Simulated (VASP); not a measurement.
# Ba2Hf2O (P6mm) in VASP: notebook

Runs on Ba2Hf2O. Level: PBE. Tasks: single point, relaxation of cell and atoms.

Program: VASP 6.6.1. These are calculated values, not measurements. Logs are shortened: lines on timing, memory, paths and dates and some standing lists are left out, and cuts for length are marked.

## Step 1: The cell of the first run

Symmetry: P6mm, No. 183, hexagonal system. The conventional cell has a = 5.500 Å, b = 5.500 Å, c = 5.462 Å, α = 90.00°, β = 90.00°, γ = 120.00°. Ba (site symmetry 3m) has 2 Hf at 2.73 Å and 3 Ba at 3.18 Å within 3.6 Å. Hf (site symmetry 3m) has 2 Ba at 2.73 Å and 3 Hf at 3.18 Å and 3 O at 3.27 Å within 3.6 Å. Within 4.3 Å of O (site symmetry 6mm) lie 6 Hf at 3.27 Å and 6 Ba at 3.72 Å.

## Step 2: Single point, PBE

Contents of INCAR:

```
  ALGO = Normal
  EDIFF = 1E-7
  ENCUT = 520
  GGA = PE
  ISIF = 2
  ISMEAR = 0
  LASPH = T
  LCHARG = F
  LREAL = F
  LWAVE = F
  NBANDS = 31
  NELM = 60
  PREC = Accurate
  SIGMA = 0.1
```

Contents of KPOINTS:

```
k-points
0
Gamma
  6 6 4
```

Contents of POSCAR:

```
Ba2Hf2O
1.0
    5.5000023300      0.0000000000      0.0000000000
   -2.7500011600      4.7631417400      0.0000000000
    0.0000000000      0.0000000000      5.4622499300
Ba Hf O
2 2 1
Direct
    0.3333333300      0.6666666700      0.6890326200
    0.6666666700      0.3333333300      0.6890326200
    0.3333333300      0.6666666700      0.1886829000
    0.6666666700      0.3333333300      0.1886829000
    0.0000000000      0.0000000000      0.0424149200
```

Potentials or basis: VASP PAW PBE potentials, release 64 (Ba_sv, Hf_pv, O).

Run with:

```bash
$ cat potpaw_PBE.64/Ba_sv/POTCAR potpaw_PBE.64/Hf_pv/POTCAR potpaw_PBE.64/O/POTCAR > POTCAR
$ mpirun -np 1 vasp_std > vasp.out
```

OUTCAR:

```text
EDIFF = 1E-7
   ENCUT = 520
   GGA = PE
   ISIF = 2
   ISMEAR = 0
   LASPH = T
   LREAL = F
   NELM = 60
   PREC = Accurate

 ion  position               nearest neighbor table
   1  0.333  0.667  0.689-   3 2.73   3 2.73   2 3.18   2 3.18   2 3.18   4 4.19   4 4.19   4 4.19
                             4 4.19   4 4.19   4 4.19
   2  0.667  0.333  0.689-   4 2.73   4 2.73   1 3.18   1 3.18   1 3.18   3 4.19   3 4.19   3 4.19
                             3 4.19   3 4.19   3 4.19
   3  0.333  0.667  0.189-   1 2.73   1 2.73   4 3.18   4 3.18   4 3.18   2 4.19   2 4.19   2 4.19
                             2 4.19   2 4.19   2 4.19
   4  0.667  0.333  0.189-   2 2.73   2 2.73   3 3.18   3 3.18   3 3.18   1 4.19   1 4.19   1 4.19
                             1 4.19   1 4.19   1 4.19
   5  0.000  0.000  0.042-

  LATTYP: Found a hexagonal cell.
 ALAT       =     5.5000023300
 C/A-ratio  =     0.9931359302

  Lattice vectors:

 A1 = (   5.5000023300,   0.0000000000,   0.0000000000)
 A2 = (  -2.7500011600,   4.7631417400,   0.0000000000)
 A3 = (   0.0000000000,   0.0000000000,   5.4622499300)

Analysis of symmetry for initial positions (statically):
=====================================================================
 Subroutine PRICEL returns:
 Original cell was already a primitive cell.

 Routine SETGRP: Setting up the symmetry group for a
 hexagonal supercell.

 Subroutine GETGRP returns: Found 12 space group operations
 (whereof 12 operations were pure point group operations)
 out of a pool of 24 trial point group operations.

The static configuration has the point symmetry C_6v.

Analysis of symmetry for dynamics (positions and initial velocities):
=====================================================================
 Subroutine PRICEL returns:
 Original cell was already a primitive cell.

 Routine SETGRP: Setting up the symmetry group for a
 hexagonal supercell.

 Subroutine GETGRP returns: Found 12 space group operations
 (whereof 12 operations were pure point group operations)
 out of a pool of 24 trial point group operations.

The dynamic configuration has the point symmetry C_6v.

 Subroutine INISYM returns: Found 12 space group operations
 (whereof 12 operations are pure point group operations),
 and found     1 'primitive' translations

----------------------------------------------------------------------------------------

                                     Primitive cell

  volume of cell :     143.0961

  direct lattice vectors                    reciprocal lattice vectors
     5.500002330  0.000000000  0.000000000     0.181818105  0.104972732  0.000000000
    -2.750001160  4.763141740  0.000000000     0.000000000  0.209945463  0.000000000
     0.000000000  0.000000000  5.462249930     0.000000000  0.000000000  0.183074743

  length of vectors
     5.500002330  5.500002329  5.462249930     0.209945463  0.209945463  0.183074743

  position of ions in fractional coordinates (direct lattice)
     0.333333330  0.666666670  0.689032620
     0.666666670  0.333333330  0.689032620
     0.333333330  0.666666670  0.188682900
     0.666666670  0.333333330  0.188682900
     0.000000000  0.000000000  0.042414920

  ion indices of the primitive-cell ions
   primitive index   ion index
                 1           1
                 2           2
                 3           3
                 4           4
                 5           5

----------------------------------------------------------------------------------------

 KPOINTS: k-points

Automatic generation of k-mesh.
 Grid dimensions read from file:
 generate k-points for:    6    6    4

 Generating k-lattice:

  Cartesian coordinates                     Fractional coordinates (reciprocal lattice)
     0.030303017  0.017495455  0.000000000     0.166666667 -0.000000000  0.000000000
     0.000000000  0.034990911  0.000000000     0.000000000  0.166666667  0.000000000
     0.000000000  0.000000000  0.045768686     0.000000000  0.000000000  0.250000000

  Length of vectors
     0.034990911  0.034990911  0.045768686

  Shift w.r.t. Gamma in fractional coordinates (k-lattice)
     0.000000000  0.000000000  0.000000000

 Subroutine IBZKPT returns following result:
 ===========================================

 Found     21 irreducible k-points:

 Following reciprocal coordinates:
            Coordinates               Weight
  0.000000  0.000000  0.000000      1.000000
  0.166667  0.000000  0.000000      6.000000
  0.333333  0.000000  0.000000      6.000000
  0.500000  0.000000  0.000000      3.000000
  0.166667  0.166667  0.000000      6.000000
  0.333333  0.166667  0.000000     12.000000
[... 13 lines left out ...]
  0.333333  0.166667  0.500000     12.000000
  0.333333  0.333333  0.500000      2.000000
   k-points           NKPTS =     21   k-points in BZ     NKDIM =     21   number of bands    NBANDS=     31
   number of dos      NEDOS =    301   number of ions     NIONS =      5
   total plane-waves  NPLWV =  74088
   dimension x,y,z NGX =    42 NGY =   42 NGZ =   42
   dimension x,y,z NGXF=    84 NGYF=   84 NGZF=   84
   ions per type =               2   2   1
   NGX,Y,Z   is equivalent  to a cutoff of  12.70, 12.70, 12.78 a.u.
   NGXF,Y,Z  is equivalent  to a cutoff of  25.39, 25.39, 25.57 a.u.
 SYSTEM =  unknown system
   PREC   = accura    normal or accurate (medium, high low for compatibility)
   ISTART =      0    job   : 0-new  1-cont  2-samecut
   ICHARG =      2    charge: 1-file 2-atom 10-const
   ISPIN  =      1    spin polarized calculation?
   LNONCOLLINEAR =      F non collinear calculations
   LSORBIT =      F    spin-orbit coupling
   LASPH  =      T    aspherical Exc in radial PAW
   ENCUT  =  520.0 eV  38.22 Ry    6.18 a.u.  10.23 10.23 10.16*2*pi/ulx,y,z
   NELM   =     60;   NELMIN=  2; NELMDL= -5     # of ELM steps
   EDIFF  = 0.1E-06   stopping-criterion for ELM
   LREAL  =      F    real-space projection
   EDIFFG = 0.1E-05   stopping-criterion for IOM
   NSW    =      0    number of steps for IOM
   IBRION =     -1    ionic relax: 0-MD 1-quasi-New 2-CG
   NFREE  =      0    steps in history (QN), initial steepest desc. (CG)
   ISIF   =      2    stress and relaxation
   ISYM   =      2    0-nonsym 1-usesym 2-fastsym
   POTIM  = 0.5000    time-step for ionic-motion
   TEBEG  =    0.0;   TEEND  =   0.0 temperature during run
   PSTRESS=    0.0 pullay stress
   NELECT =      46.0000    total number of electrons
   NUPDOWN=      -1.0000    fix difference up-down
   EMIN   =  10.00;   EMAX   =-10.00  energy-range for DOS
   EFERMI =   0.00;   METHOD = LEGACY
   ISMEAR =     0;   SIGMA  =   0.10  broadening in eV -4-tet -1-fermi 0-gaus
   EFERMI_NEDOS =   21; number of points for ismear=-14 and -15
   IALGO  =     38    algorithm
   IMIX   =      4    mixing-type and parameters
     AMIX     =   0.40;   BMIX     =  1.00
     AMIX_MAG =   1.60;   BMIX_MAG =  1.00
  volume/ion in A,a.u.               =      28.62       193.13
  Fermi-wavevector in a.u.,A,eV,Ry     =   1.121463  2.119257 17.111753  1.257678
  Thomas-Fermi vector in A             =   2.258116
   LORBIT       =      0    0 simple, 1 ext, 2 COOP (PROOUT), +10 PAW based schemes
   GGA     = PE    functional components
   LHFCALC =     F    Hartree Fock is set to
   AEXX    =    0.0000 exact exchange contribution
   IVDW    =     0    specifies the selected vdW correction
   LEPSILON=     F    determine dielectric tensor
   LRPA    =     F    only Hartree local field effects (RPA)
 non-spin polarized calculation
 Gauss-broadening in eV      SIGMA  =   0.10
  energy-cutoff  :      520.00
  volume of cell :      143.10
 maximum number of plane-waves:      3872
 NGX is ok and might be reduce to    42
   NGX = 21   NGY = 21   NGZ = 21

 number of electron      45.9999995 magnetization

 Free energy of the ion-electron system (eV)
  ---------------------------------------------------
  ext. energy  EPLUGINS =         0.00000000
  ---------------------------------------------------
  free energy    TOTEN  =       -21.49779556 eV

  energy without entropy =      -21.45744708  energy(sigma->0) =      -21.47762132

 E-fermi :   2.9768     XC(G=0):  -9.3995

 val. band max:        2.9749460200   @ k =   0.3333   0.1667   0.5000
 cond. band min:       3.0044170612   @ k =   0.3333   0.1667   0.2500
 fundamental gap:      0.0294710412
 Fermi energy:         2.9768351038

 k-point     1 :       0.0000    0.0000    0.0000
  band No.  band energies     occupation
      1     -28.4687      2.00000
      2     -28.4003      2.00000
      3     -28.1422      2.00000
      4     -28.1422      2.00000
      5     -27.8765      2.00000
      6     -27.8765      2.00000
[... 23 lines left out ...]
     30       4.9823      0.00000
     31       6.4471      0.00000

 k-point     2 :       0.1667    0.0000    0.0000
  band No.  band energies     occupation
      1     -28.4647      2.00000
      2     -28.4043      2.00000
      3     -28.1473      2.00000
      4     -28.1291      2.00000
      5     -27.8903      2.00000
      6     -27.8712      2.00000
[... 23 lines left out ...]
     30       5.1157      0.00000
     31       5.7943      0.00000

 k-point     3 :       0.3333    0.0000    0.0000
  band No.  band energies     occupation
      1     -28.4543      2.00000
      2     -28.4148      2.00000
      3     -28.1569      2.00000
      4     -28.0969      2.00000
      5     -27.9239      2.00000
      6     -27.8611      2.00000
[... 23 lines left out ...]
     30       5.0057      0.00000
     31       5.7961      0.00000

 k-point     4 :       0.5000    0.0000    0.0000
  band No.  band energies     occupation
      1     -28.4459      2.00000
      2     -28.4231      2.00000
      3     -28.1615      2.00000
      4     -28.0748      2.00000
      5     -27.9467      2.00000
      6     -27.8563      2.00000
[... 533 lines left out ...]
     30       5.4617      0.00000
     31       5.7182      0.00000

 k-point    20 :       0.3333    0.1667    0.5000
  band No.  band energies     occupation
      1     -28.5879      2.00000
      2     -28.5504      2.00000
      3     -28.1650      2.00000
      4     -28.0634      2.00000
      5     -27.9568      2.00000
      6     -27.8520      2.00000
[... 23 lines left out ...]
     30       5.5042      0.00000
     31       5.7594      0.00000

 k-point    21 :       0.3333    0.3333    0.5000
  band No.  band energies     occupation
      1     -28.5690      2.00000
      2     -28.5690      2.00000
      3     -28.1708      2.00000
      4     -28.0102      2.00000
      5     -28.0102      2.00000
      6     -27.8461      2.00000
[... 23 lines left out ...]
     30       5.0932      0.00000
     31       5.8607      0.00000

------------------------ aborting loop because EDIFF is reached ----------------------------------------

  FORCE on cell =-STRESS in cart. coord.  units (eV):
  Direction    XX          YY          ZZ          XY          YZ          ZX
  --------------------------------------------------------------------------------------
  -------------------------------------------------------------------------------------
  Total       -4.4268142     -4.4268142     20.7656619     -0.0000000     -0.0000000     -0.0000000
  in kB      -49.5648649    -49.5648649    232.5029211     -0.0000001     -0.0000000     -0.0000000
  external PRESSURE =      44.4577304 kB  Pullay stress =       0.0000000 kB

 VOLUME and BASIS-vectors are now :
 -----------------------------------------------------------------------------
  energy-cutoff  :      520.00
  volume of cell :      143.10
      direct lattice vectors                 reciprocal lattice vectors
     5.500002330  0.000000000  0.000000000     0.181818105  0.104972732  0.000000000
    -2.750001160  4.763141740  0.000000000     0.000000000  0.209945463  0.000000000
     0.000000000  0.000000000  5.462249930     0.000000000  0.000000000  0.183074743

 POSITION                                       TOTAL-FORCE (eV/Angst)
 -----------------------------------------------------------------------------------
     -0.00000      3.17543      3.76367         0.000000     -0.000000      0.238355
      2.75000      1.58771      3.76367        -0.000000     -0.000000      0.238355
     -0.00000      3.17543      1.03063         0.000000      0.000000     -0.015525
      2.75000      1.58771      1.03063        -0.000000     -0.000000     -0.015525
      0.00000      0.00000      0.23168         0.000000     -0.000000     -0.445660
 -----------------------------------------------------------------------------------
    total drift:                               -0.000000     -0.000000      0.000387

  FREE ENERGIE OF THE ION-ELECTRON SYSTEM (eV)
  ---------------------------------------------------
  free  energy   TOTEN  =       -21.4977955624 eV

  energy  without entropy=      -21.4574470775  energy(sigma->0) =      -21.47762132
```

Wall time 52 s (1 thread of Intel Xeon 6975P-C (Granite Rapids), shared host); peak memory 0.31 GiB.

What came out:

```
Free energy            : -21.4978 eV
Pressure               : 4.4 GPa
Largest force          : 0.446 eV/Å
Band gap on the k mesh : zero (band 23 reaches 3.51 eV, above the bottom of band 24 at 2.25 eV)
```

Forces on the atoms (eV/Å):
```
Ba   0.000  0.000  0.238
Ba   0.000  0.000  0.238
Hf   0.000  0.000 -0.016
Hf   0.000  0.000 -0.016
O    0.000  0.000 -0.446
```

Stress tensor (GPa, compression positive):
```
-4.96  0.00  0.00
 0.00 -4.96  0.00
 0.00  0.00 23.25
```

Levels at points of the mesh, in eV from the Fermi level:
| k point | band 21 | band 22 | band 23 | band 24 | band 25 | band 26 |
| --- | --- | --- | --- | --- | --- | --- |
| (0.00, 0.00, 0.00) | -1.57 | -1.28 | -0.71 | 0.45 | 0.45 | 0.55 |
| (0.50, 0.00, 0.00) | -1.33 | -1.19 | -0.79 | -0.37 | -0.06 | 0.34 |
| (0.00, 0.00, 0.50) | -0.66 | 0.28 | 0.28 | 0.64 | 1.25 | 1.25 |
| (0.50, 0.00, 0.50) | -0.46 | 0.09 | 0.10 | 0.36 | 0.55 | 0.97 |

Caveat: spin-orbit coupling is left out, which moves the levels of the heavy elements.

## Step 3: Relaxation of cell and atoms, PBE

Contents of INCAR:

```
PREC = Accurate
ENCUT = 600
EDIFF = 1E-7
ISMEAR = 0
SIGMA = 0.1
LREAL = F
LASPH = T
NELM = 80
ALGO = Normal
ISIF = 3
LWAVE = F
LCHARG = F
GGA = PE
IBRION = 2
NSW = 90
EDIFFG = -0.04
```

Contents of KPOINTS:

```
Automatic mesh
0
Gamma
  6 6 4
```

POSCAR is that of step 2.

Potentials or basis: VASP PAW PBE potentials, release 64 (Ba_sv, Hf_pv, O).

Run with:

```bash
$ cat potpaw_PBE.64/Ba_sv/POTCAR potpaw_PBE.64/Hf_pv/POTCAR potpaw_PBE.64/O/POTCAR > POTCAR
$ mpirun -np 1 vasp_std > vasp.out
```

It took 30 min on 1 thread of Intel Xeon 6975P-C (Granite Rapids), shared host; peak memory 0.44 GiB.

It converged, with:

- Free energy: -24.4969 eV
- Relaxed volume: 31.35 Å³/atom
- Relaxed cell: a = 5.205 Å, b = 5.205 Å, c = 6.682 Å, α = 90.00°, β = 90.00°, γ = 120.00°
- Space group after relaxing (to 0.05 Å): P6/mmm (No. 191)
- Energy gained by relaxing: 599.5 meV/atom
- Ionic steps: 39
- Pressure after relaxing: 0.0 GPa
- Largest force after relaxing: 0.017 eV/Å
- Band gap on the k mesh: zero (band 23 reaches 3.02 eV, above the bottom of band 24 at 2.00 eV)

Forces in eV/Å, atoms in the order of the input:
```
Ba   0.000  0.000  0.012
Ba   0.000  0.000  0.012
Hf   0.000  0.000 -0.003
Hf   0.000  0.000 -0.003
O    0.000  0.000 -0.017
```

Stress tensor (GPa, compression positive):
```
 0.06  0.00  0.00
 0.00  0.06  0.00
 0.00  0.00 -0.04
```

Step by step:
| step | energy change (eV) | largest force (eV/Å) | pressure (GPa) | volume (Å³) |
| --- | --- | --- | --- | --- |
| 1 | 0.0000 | 0.4458 | 4.43 | 143.10 |
| 2 | -1.3315 | 0.2663 | -1.99 | 157.36 |
| 3 | -1.3987 | 0.4091 | -1.39 | 153.96 |
| 4 | -1.4013 | 0.3981 | -1.48 | 154.41 |
| 5 | -1.4468 | 0.3796 | -0.12 | 148.71 |
| 6 | -1.4485 | 0.3743 | 0.23 | 147.46 |
| 7 | -1.4635 | 0.4120 | 0.30 | 147.29 |
| 8 | -1.5016 | 0.5177 | 0.56 | 146.77 |
| 9 | -1.5183 | 0.6455 | 1.29 | 145.69 |
| 10 | -1.5244 | 0.6112 | 0.96 | 146.13 |
| 11 | -1.5302 | 0.6164 | 0.93 | 146.27 |
| 12 | -1.5472 | 0.6311 | 0.87 | 146.69 |
| 13 | -1.5796 | 0.6543 | 0.74 | 147.54 |
| 14 | -1.6369 | 0.6933 | 0.51 | 149.23 |
| 15 | -1.7170 | 1.0679 | 0.25 | 152.66 |
| 16 | -1.6782 | 2.0941 | 0.49 | 159.66 |
| 17 | -1.7386 | 1.3701 | 0.27 | 154.84 |
| 18 | -1.7664 | 1.3760 | 0.22 | 155.38 |
| 19 | -1.8488 | 1.3931 | 0.05 | 157.01 |
| 20 | -2.0076 | 1.4210 | -0.24 | 160.27 |
| 21 | -2.2144 | 1.4421 | -0.74 | 166.78 |
| 22 | -2.2179 | 1.4296 | -0.89 | 169.30 |
| 23 | -2.3719 | 1.1581 | -0.77 | 168.47 |
| 24 | -2.5602 | 0.6269 | 0.06 | 166.12 |
| 25 | -2.5628 | 0.5707 | 0.22 | 165.80 |
| 26 | -2.6108 | 0.5361 | -0.14 | 166.13 |
| 27 | -2.7263 | 0.4386 | -1.08 | 167.04 |
| 28 | -2.8411 | 0.2798 | -2.33 | 168.67 |
| 29 | -2.8902 | 0.2492 | -1.94 | 166.08 |
| 30 | -2.9773 | 0.1295 | -0.55 | 158.42 |
| 31 | -2.9828 | 0.0735 | 0.06 | 155.63 |
| 32 | -2.9830 | 0.0820 | -0.03 | 156.02 |
| 33 | -2.9888 | 0.0750 | 0.06 | 155.95 |
| 34 | -2.9934 | 0.0692 | 0.26 | 155.80 |
| 35 | -2.9946 | 0.0666 | 0.09 | 156.47 |
| 36 | -2.9950 | 0.0636 | -0.09 | 157.20 |
| 37 | -2.9955 | 0.0591 | -0.07 | 157.15 |
| 38 | -2.9967 | 0.0451 | -0.04 | 157.02 |
| 39 | -2.9977 | 0.0166 | 0.03 | 156.75 |

Final structure:
```
CELL_PARAMETERS angstrom
5.20473 0.00000 0.00000
-2.60236 4.50743 0.00000
0.00000 0.00000 6.68153
ATOMIC_POSITIONS crystal
Ba 0.33333 0.66667 0.75904
Ba 0.66667 0.33333 0.75904
Hf 0.33333 0.66667 0.25959
Hf 0.66667 0.33333 0.25959
O 0.00000 0.00000 0.76059
```

Levels at points of the mesh, in eV from the Fermi level:
| k point | band 19 | band 20 | band 21 | band 22 | band 23 | band 24 | band 25 | band 26 |
| --- | --- | --- | --- | --- | --- | --- | --- | --- |
| (0.00, 0.00, 0.00) | -1.43 | -0.69 | -0.65 | -0.65 | 0.47 | 0.86 | 0.86 | 0.88 |
| (0.50, 0.00, 0.00) | -1.99 | -1.59 | -1.14 | -0.60 | -0.03 | 0.04 | 0.11 | 0.84 |
| (0.00, 0.00, 0.50) | -1.21 | -0.54 | 0.20 | 0.20 | 0.32 | 0.32 | 0.73 | 0.73 |
| (0.50, 0.00, 0.50) | -2.06 | -0.95 | -0.31 | -0.15 | -0.05 | 0.00 | 0.09 | 0.46 |

Caveat: spin-orbit coupling is left out, which moves the levels of the heavy elements.
